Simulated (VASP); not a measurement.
Wanted: the native input for a VASP 6.6.1 run.

```
Task                   : single point
Functional             : PBE
Potentials or basis    : VASP PAW PBE potentials, release 64 (Al, Si)
Cutoff                 : 520 eV
k mesh                 : 6 × 6 × 4
Occupations            : gaussian, width 0.1 eV
Spin                   : no spin polarisation
Dipole correction      : no
Further INCAR settings : ALGO = Normal; EDIFF = 1e-06; NBANDS = 20
```

The structure of AlSi5 lies in POSCAR:

```
AlSi5
1.0
    5.2664893000      0.0000000000      0.0000000000
   -2.6332446500      4.5609135200      0.0000000000
    0.0000000000      0.0000000000      4.4265587200
Al Si
1 5
Direct
    0.0000000000      0.0000000000      0.5000000000
    0.3333333300      0.6666666700      0.5000000000
    0.6666666700      0.3333333300      0.5000000000
    0.5000000000      0.0000000000      0.0000000000
    0.0000000000      0.5000000000      0.0000000000
    0.5000000000      0.5000000000      0.0000000000
```

The input as run:

INCAR

```
PREC = Accurate
ENCUT = 520
EDIFF = 1E-6
ISMEAR = 0
SIGMA = 0.1
LREAL = F
LASPH = T
NELM = 100
ALGO = Normal
ISIF = 2
LWAVE = F
LCHARG = T
GGA = PE
LELF = T
LVHAR = T
NBANDS = 20
```

KPOINTS

```
Automatic mesh
0
Gamma
  6 6 4
```

Potentials or basis: VASP PAW PBE potentials, release 64 (Al, Si).

The run is started by

```console
$ cat potpaw_PBE.64/Al/POTCAR potpaw_PBE.64/Si/POTCAR > POTCAR
$ mpirun -np 1 vasp_std > vasp.out
```

Results of the run:

```json
{
 "Pressure": "-5.2 GPa"
}
```

It took 30 s on 1 thread of Intel(R) Xeon(R) Platinum 8488C (Sapphire Rapids), with other jobs on the host, peak memory 0.23 GiB.
